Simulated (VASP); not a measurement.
# HC18N in VASP: single point with r2SCAN+D3(BJ)

Aim: the single point of HC18N with r2SCAN+D3(BJ).

All numbers are computed with VASP 6.6.1; they aren't measurements. Logs are shortened: lines on timing, memory, paths and dates and some standing lists are left out, and cuts for length are marked.

## (1) The cell of the first run

The cell holds a slab with vacuum, 20 atoms: a = 7.398 Å, b = 7.398 Å, c = 11.000 Å, α = 90.00°, β = 90.00°, γ = 120.00°.

## (2) Single point, r2SCAN+D3(BJ)

File POSCAR:

```
HC18N
1.0
    7.3980000000      0.0000000000      0.0000000000
   -3.6990000000      6.4068560000      0.0000000000
    0.0000000000      0.0000000000     11.0000000000
C N H
18 1 1
Direct
   -0.0038994956      0.0008687568      0.0814848182
    0.2157810533      0.1107089031      0.0821158182
   -0.0055486412      0.3322365916      0.0809886364
    0.2143152458      0.4386440089      0.0905066364
   -0.0055479220      0.6678514391      0.0809864545
    0.2143167168      0.7813073994      0.0905010000
    0.3262628298     -0.0019282469      0.0871879091
    0.5531472704      0.1115256844      0.0871590909
    0.3262623795      0.3338275435      0.0871917273
    0.5531479037      0.4472593110      0.0871629091
    0.3182045996      0.6619212294      0.1209817273
    0.5612980257      0.7834689901      0.1206985455
    0.6650820209      0.0066968885      0.0902862727
    0.8849722041      0.1131185093      0.0808803636
    0.6636290603      0.3346330868      0.0821700909
    0.8833059122      0.4444715161      0.0815970909
    0.6650835401      0.6640216356      0.0902921818
    0.8849726132      0.7774902386      0.0808827273
    0.4399766610      0.7228189614      0.2267000000
    0.4414558294      0.7236632133      0.3174987273
```

File INCAR.step1:

```
SYSTEM = HC18N
PREC = Accurate
ENCUT = 520
ISMEAR = 0
SIGMA = 0.05
LREAL = Auto
LASPH = .True.
NELM = 100
NBANDS = 55
GGA = PE
ALGO = Normal
EDIFF = 1E-4
LWAVE = .True.
LCHARG = .False.
```

File INCAR.step2:

```
SYSTEM = HC18N
PREC = Accurate
ENCUT = 520
EDIFF = 1E-6
ISMEAR = 0
SIGMA = 0.05
LREAL = Auto
LASPH = .True.
NELM = 100
ALGO = Normal
ISIF = 2
LWAVE = .False.
LCHARG = .False.
METAGGA = R2SCAN
LMIXTAU = .True.
IVDW = 12
VDW_S6 = 1.0
VDW_S8 = 0.78981345
VDW_A1 = 0.49484001
VDW_A2 = 5.73083694
NBANDS = 55
ISTART = 1
```

File KPOINTS:

```
Automatic mesh
0
Gamma
  2 2 1
  0 0 0
```

Potentials or basis: VASP PAW PBE potentials, release 64 (C, N, H).

The run is started by

```sh
> cat potpaw_PBE.64/C/POTCAR potpaw_PBE.64/N/POTCAR potpaw_PBE.64/H/POTCAR > POTCAR
> cp INCAR.step1 INCAR
> mpirun -np 1 vasp_std > vasp.out
> cp INCAR.step2 INCAR
> mpirun -np 1 vasp_std > vasp.out
```

OUTCAR:

```text
SYSTEM = HC18N
   PREC = Accurate
   ENCUT = 520
   EDIFF = 1E-6
   ISMEAR = 0
   LREAL = Auto
   LASPH = .True.
   NELM = 100
   ISIF = 2
   METAGGA = R2SCAN
   IVDW = 12
   ISTART = 1
 IVDW          = 12

 ion  position               nearest neighbor table
   1  0.996  0.001  0.081-   2 1.41  14 1.43  18 1.43
   2  0.216  0.111  0.082-   1 1.41   9 1.43   7 1.43
   3  0.994  0.332  0.081-  14 1.40   4 1.41  16 1.43
   4  0.214  0.439  0.091-   9 1.39   3 1.41  11 1.47
   5  0.994  0.668  0.081-  18 1.40   6 1.41  16 1.43
   6  0.214  0.781  0.091-   7 1.39   5 1.41  11 1.47
   7  0.326  0.998  0.087-   6 1.39   2 1.43   8 1.45
   8  0.553  0.112  0.087-  13 1.39  15 1.43   7 1.45
   9  0.326  0.334  0.087-   4 1.39   2 1.43  10 1.45
  10  0.553  0.447  0.087-  17 1.39  15 1.43   9 1.45
  11  0.318  0.662  0.121-  19 1.40   6 1.47   4 1.47  12 1.56
  12  0.561  0.783  0.121-  19 1.40  13 1.47  17 1.47  11 1.56
  13  0.665  0.007  0.090-   8 1.39  14 1.41  12 1.47
  14  0.885  0.113  0.081-   3 1.40  13 1.41   1 1.43
  15  0.664  0.335  0.082-  16 1.41   8 1.43  10 1.43
  16  0.883  0.444  0.082-  15 1.41   5 1.43   3 1.43
  17  0.665  0.664  0.090-  10 1.39  18 1.41  12 1.47
  18  0.885  0.777  0.081-   5 1.40  17 1.41   1 1.43
  19  0.440  0.723  0.227-  20 1.00  11 1.40  12 1.40
  20  0.441  0.724  0.317-  19 1.00

  LATTYP: Found a hexagonal cell.
 ALAT       =     7.3980000000
 C/A-ratio  =     1.4868883482

  Lattice vectors:

 A1 = (   7.3980000000,   0.0000000000,   0.0000000000)
 A2 = (  -3.6990000000,   6.4068560000,   0.0000000000)
 A3 = (   0.0000000000,   0.0000000000,  11.0000000000)

Analysis of symmetry for initial positions (statically):
=====================================================================
 Subroutine PRICEL returns:
 Original cell was already a primitive cell.

 Routine SETGRP: Setting up the symmetry group for a
 hexagonal supercell.

 Subroutine GETGRP returns: Found  1 space group operations
 (whereof  1 operations were pure point group operations)
 out of a pool of 24 trial point group operations.

The static configuration has the point symmetry C_1 .

Analysis of symmetry for dynamics (positions and initial velocities):
=====================================================================
 Subroutine PRICEL returns:
 Original cell was already a primitive cell.

 Routine SETGRP: Setting up the symmetry group for a
 hexagonal supercell.

 Subroutine GETGRP returns: Found  1 space group operations
 (whereof  1 operations were pure point group operations)
 out of a pool of 24 trial point group operations.

The dynamic configuration has the point symmetry C_1 .

 Subroutine INISYM returns: Found  1 space group operations
 (whereof  1 operations are pure point group operations),
 and found     1 'primitive' translations

----------------------------------------------------------------------------------------

                                     Primitive cell

  volume of cell :     521.3771

  direct lattice vectors                    reciprocal lattice vectors
     7.398000000  0.000000000  0.000000000     0.135171668  0.078041398  0.000000000
    -3.699000000  6.406856000  0.000000000     0.000000000  0.156082796  0.000000000
     0.000000000  0.000000000 11.000000000     0.000000000  0.000000000  0.090909091

  length of vectors
     7.398000000  7.398000054 11.000000000     0.156082797  0.156082796  0.090909091

  position of ions in fractional coordinates (direct lattice)
     0.996100504  0.000868757  0.081484818
     0.215781053  0.110708903  0.082115818
     0.994451359  0.332236592  0.080988636
     0.214315246  0.438644009  0.090506636
     0.994452078  0.667851439  0.080986454
     0.214316717  0.781307399  0.090501000
[... 12 lines left out ...]
     0.439976661  0.722818961  0.226700000
     0.441455829  0.723663213  0.317498727

  ion indices of the primitive-cell ions
   primitive index   ion index
                 1           1
                 2           2
                 3           3
                 4           4
                 5           5
                 6           6
[... 12 lines left out ...]
                19          19
                20          20

----------------------------------------------------------------------------------------

 KPOINTS: Automatic mesh

Automatic generation of k-mesh.
 Grid dimensions read from file:
 generate k-points for:    2    2    1

 Generating k-lattice:

  Cartesian coordinates                     Fractional coordinates (reciprocal lattice)
     0.067585834  0.039020699  0.000000000     0.500000000 -0.000000000  0.000000000
     0.000000000  0.078041398  0.000000000     0.000000000  0.500000000  0.000000000
     0.000000000  0.000000000  0.090909091     0.000000000  0.000000000  1.000000000

  Length of vectors
     0.078041399  0.078041398  0.090909091

  Shift w.r.t. Gamma in fractional coordinates (k-lattice)
     0.000000000  0.000000000  0.000000000

 Subroutine IBZKPT returns following result:
 ===========================================

 Found      4 irreducible k-points:

 Following reciprocal coordinates:
            Coordinates               Weight
  0.000000  0.000000  0.000000      1.000000
  0.500000 -0.000000  0.000000      1.000000
  0.000000  0.500000  0.000000      1.000000
  0.500000  0.500000  0.000000      1.000000
   k-points           NKPTS =      4   k-points in BZ     NKDIM =      4   number of bands    NBANDS=     55
   number of dos      NEDOS =    301   number of ions     NIONS =     20
   total plane-waves  NPLWV = 263424
   dimension x,y,z NGX =    56 NGY =   56 NGZ =   84
   dimension x,y,z NGXF=   112 NGYF=  112 NGZF=  168
   ions per type =              18   1   1
   NGX,Y,Z   is equivalent  to a cutoff of  12.58, 12.58, 12.70 a.u.
   NGXF,Y,Z  is equivalent  to a cutoff of  25.17, 25.17, 25.39 a.u.
 SYSTEM =  HC18N
   PREC   = accura    normal or accurate (medium, high low for compatibility)
   ISTART =      1    job   : 0-new  1-cont  2-samecut
   ICHARG =      0    charge: 1-file 2-atom 10-const
   ISPIN  =      1    spin polarized calculation?
   LNONCOLLINEAR =      F non collinear calculations
   LSORBIT =      F    spin-orbit coupling
   LASPH  =      T    aspherical Exc in radial PAW
   ENCUT  =  520.0 eV  38.22 Ry    6.18 a.u.  13.76 13.76 20.45*2*pi/ulx,y,z
   NELM   =    100;   NELMIN=  2; NELMDL=  0     # of ELM steps
   EDIFF  = 0.1E-05   stopping-criterion for ELM
   LREAL  =      T    real-space projection
   EDIFFG = 0.1E-04   stopping-criterion for IOM
   NSW    =      0    number of steps for IOM
   IBRION =     -1    ionic relax: 0-MD 1-quasi-New 2-CG
   NFREE  =      0    steps in history (QN), initial steepest desc. (CG)
   ISIF   =      2    stress and relaxation
   ISYM   =      2    0-nonsym 1-usesym 2-fastsym
   POTIM  = 0.5000    time-step for ionic-motion
   TEBEG  =    0.0;   TEEND  =   0.0 temperature during run
   PSTRESS=    0.0 pullay stress
   NELECT =      78.0000    total number of electrons
   NUPDOWN=      -1.0000    fix difference up-down
   EMIN   =  10.00;   EMAX   =-10.00  energy-range for DOS
   EFERMI =   0.00;   METHOD = LEGACY
   ISMEAR =     0;   SIGMA  =   0.05  broadening in eV -4-tet -1-fermi 0-gaus
   EFERMI_NEDOS =   21; number of points for ismear=-14 and -15
   IALGO  =     38    algorithm
   IMIX   =      4    mixing-type and parameters
     AMIX     =   0.40;   BMIX     =  1.00
     AMIX_MAG =   1.60;   BMIX_MAG =  1.00
  volume/ion in A,a.u.               =      26.07       175.92
  Fermi-wavevector in a.u.,A,eV,Ry     =   0.869072  1.642308 10.276289  0.755286
  Thomas-Fermi vector in A             =   1.987841
   LORBIT       =      0    0 simple, 1 ext, 2 COOP (PROOUT), +10 PAW based schemes
   METAGGA = R2SCAN    functional components
   LHFCALC =     F    Hartree Fock is set to
   AEXX    =    0.0000 exact exchange contribution
   IVDW    =    12    specifies the selected vdW correction
   LEPSILON=     F    determine dielectric tensor
   LRPA    =     F    only Hartree local field effects (RPA)
 non-spin polarized calculation
 Gauss-broadening in eV      SIGMA  =   0.05
  energy-cutoff  :      520.00
  volume of cell :      521.38
 maximum number of plane-waves:     14099
 NGX is ok and might be reduce to    56
   NGX = 27   NGY = 27   NGZ = 41

 number of electron      78.0000001 magnetization

 Free energy of the ion-electron system (eV)
  ---------------------------------------------------
  ext. energy  EPLUGINS =         0.00000000
  ---------------------------------------------------
  free energy    TOTEN  =      -187.56506718 eV

  energy without entropy =     -187.56504889  energy(sigma->0) =     -187.56505804

 E-fermi :  -1.1296     XC(G=0):  -4.1855

 val. band max:       -1.2585061605   @ k =   0.0000   0.0000   0.0000
 cond. band min:      -1.0006667606   @ k =   0.0000   0.0000   0.0000
 fundamental gap:      0.2578393999
 Fermi energy:        -1.1295864570

 k-point     1 :       0.0000    0.0000    0.0000
  band No.  band energies     occupation
      1     -23.8545      2.00000
      2     -21.4646      2.00000
      3     -19.3987      2.00000
      4     -19.3540      2.00000
      5     -19.2364      2.00000
      6     -19.2218      2.00000
[... 43 lines left out ...]
     50       5.2157      0.00000
     51       5.3411      0.00000

 k-point     2 :       0.5000   -0.0000    0.0000
  band No.  band energies     occupation
      1     -23.8212      2.00000
      2     -21.3472      2.00000
      3     -20.6220      2.00000
      4     -19.9917      2.00000
      5     -18.9316      2.00000
      6     -17.4663      2.00000
[... 43 lines left out ...]
     50       4.7973      0.00000
     51       5.1714      0.00000

 k-point     3 :       0.0000    0.5000    0.0000
  band No.  band energies     occupation
      1     -23.8236      2.00000
      2     -21.2803      2.00000
      3     -20.7325      2.00000
      4     -19.9034      2.00000
      5     -19.0596      2.00000
      6     -17.3617      2.00000
[... 43 lines left out ...]
     50       4.7214      0.00000
     51       4.8223      0.00000

 k-point     4 :       0.5000    0.5000    0.0000
  band No.  band energies     occupation
      1     -23.8236      2.00000
      2     -21.2802      2.00000
      3     -20.7325      2.00000
      4     -19.9034      2.00000
      5     -19.0596      2.00000
      6     -17.3616      2.00000
[... 43 lines left out ...]
     50       4.7214      0.00000
     51       4.8223      0.00000
 [bands above 51 left out]

------------------------ aborting loop because EDIFF is reached ----------------------------------------

 Edisp (eV)   -0.66959

 E8    (eV) :    -0.1484

  FORCE on cell =-STRESS in cart. coord.  units (eV):
  Direction    XX          YY          ZZ          XY          YZ          ZX
  --------------------------------------------------------------------------------------
  -------------------------------------------------------------------------------------
  Total       3.09004     1.01622    -0.00282     1.79766     0.00285    -0.00699
  in kB       9.49559     3.12281    -0.00867     5.52417     0.00875    -0.02148
  external pressure =        4.20 kB  Pullay stress =        0.00 kB

 VOLUME and BASIS-vectors are now :
 -----------------------------------------------------------------------------
  energy-cutoff  :      520.00
  volume of cell :      521.38
      direct lattice vectors                 reciprocal lattice vectors
     7.398000000  0.000000000  0.000000000     0.135171668  0.078041398  0.000000000
    -3.699000000  6.406856000  0.000000000     0.000000000  0.156082796  0.000000000
     0.000000000  0.000000000 11.000000000     0.000000000  0.000000000  0.090909091

 POSITION                                       TOTAL-FORCE (eV/Angst)
 -----------------------------------------------------------------------------------
      7.36594      0.00557      0.89633        -0.006763     -0.006309      0.000298
      1.18684      0.70930      0.90327         0.007061      0.006004     -0.006538
      6.12801      2.12859      0.89088        -0.007282      0.007970     -0.003734
     -0.03704      2.81033      0.99557        -0.003326      0.014566     -0.012135
      4.88657      4.27883      0.89085         0.006787     -0.003235     -0.007137
     -1.30454      5.00572      0.99551         0.013995     -0.015098     -0.013410
[... 12 lines left out ...]
      0.58124      4.63100      2.49370         0.033236      0.013196      0.117586
      0.58906      4.63641      3.49249        -0.016443     -0.008620      0.026465
 -----------------------------------------------------------------------------------
    total drift:                               -0.024447      0.008681     -0.014664

  FREE ENERGIE OF THE ION-ELECTRON SYSTEM (eV)
  ---------------------------------------------------
  free  energy   TOTEN  =      -188.2346591382 eV

  energy  without entropy=     -188.2346408519  energy(sigma->0) =     -188.23465000
```

Run time: 8.6 min. Hardware: 1 thread of Intel Xeon Platinum 8488C (Sapphire Rapids), shared host; peak memory 0.66 GiB.

Results:

```
Free energy                : -188.2347 eV
Largest force              : 0.123 eV/Å
Band gap on the k mesh     : 0.26 eV
Dispersion energy per atom : -0.033 eV
```

Forces in eV/Å, atoms in the order of the input:
```
C   -0.007 -0.006  0.000
C    0.007  0.006 -0.007
C   -0.007  0.008 -0.004
C   -0.003  0.015 -0.012
C    0.007 -0.003 -0.007
C    0.014 -0.015 -0.013
C    0.005  0.022  0.002
C   -0.020 -0.003  0.005
C    0.019 -0.001  0.002
C   -0.011 -0.014  0.006
C   -0.089 -0.052 -0.043
C    0.067  0.047 -0.019
C    0.009 -0.020 -0.005
C    0.002 -0.010 -0.009
C   -0.009 -0.006 -0.017
C    0.012  0.012 -0.004
C   -0.014  0.012 -0.009
C    0.002  0.005 -0.011
N    0.033  0.013  0.118
H   -0.016 -0.009  0.026
```

Caveat: the k points lie up to 0.49 Å⁻¹ apart; there is no dipole correction, which matters where the two faces differ; semilocal functionals underestimate gaps, and a narrow one can read as zero; the PAW data sets were made with another functional, which shifts forces and pressure a little.
